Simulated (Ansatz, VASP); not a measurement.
# One calculation of Ni, two programs

Contents of INCAR:

```
  ALGO = Normal
  EDIFF = 1E-6
  ENCUT = 520
  GGA = PE
  ISIF = 2
  ISMEAR = -1
  LASPH = True
  LCHARG = False
  LREAL = False
  LWAVE = False
  NBANDS = 17
  NELM = 60
  PREC = Accurate
  SIGMA = 0.1
```

KPOINTS

```
k-points
0
Gamma
  16 16 9
```

Contents of POSCAR:

```
Ni
1.0
    2.4488862017      0.0000000000      0.0000000000
   -1.2244431008      2.1207976616      0.0000000000
    0.0000000000      0.0000000000      4.0274640238
Ni
2
Direct
    0.3333333333      0.6666666667      0.2500000000
    0.6666666667      0.3333333333      0.7500000000
```

Input for Ansatz:

```yaml
crystal:
  lattice:
    - [2.4488862017, 0.0, 0.0]
    - [-1.2244431008, 2.1207976616, 0.0]
    - [0.0, 0.0, 4.0274640238]
  atoms:
    - { symbol: Ni, position: [0.3333333333, 0.6666666667, 0.25] }
    - { symbol: Ni, position: [0.6666666667, 0.3333333333, 0.75] }
hamiltonian:
  xc: pbe
  pseudopotentials:
    kind: paw
    azcp:
      Ni: "pseudopotentials/Ni.paw.azcp"
basis:
  ecutwfc: 420
  fft_grid_basis: typed
kpoints:
  mp_grid: { grid: [16, 16, 9], shift: [0, 0, 0] }
magnetization:
  spin_polarized: false
scf:
  occupations: { method: fermi_dirac, width: 0.1 }
  lower_state_search: "off"
output:
  stress: true
  write_density: true
  write_potential: true
  elf: true
  volumetric_format: npy
```

Alike in both runs: task single point; functional PBE; k mesh 16 × 16 × 9; occupations fermi-dirac, width 0.1 eV; no spin polarisation.

|  | VASP | Ansatz |
| --- | --- | --- |
| version | VASP 6.6.1 | Ansatz 0.2.0 |
| potentials or method | VASP PAW PBE potentials, release 64 (Ni), cutoff 520 eV | plane waves (420 eV) with PAW, scalar-relativistic |
| valence electrons in the cell | 20 | 36 |

|  | VASP | Ansatz | Ansatz less VASP |
| --- | --- | --- | --- |
| pressure (GPa) | 8.8 | 9.0 | +0.17 |
| traceless stress, the component that is largest in VASP (GPa) | -0.08 | -0.03 | +0.051 |

VASP's potentials hold 20 valence electrons a cell and Ansatz's 36, so a difference there can come from the potentials and not from the codes.
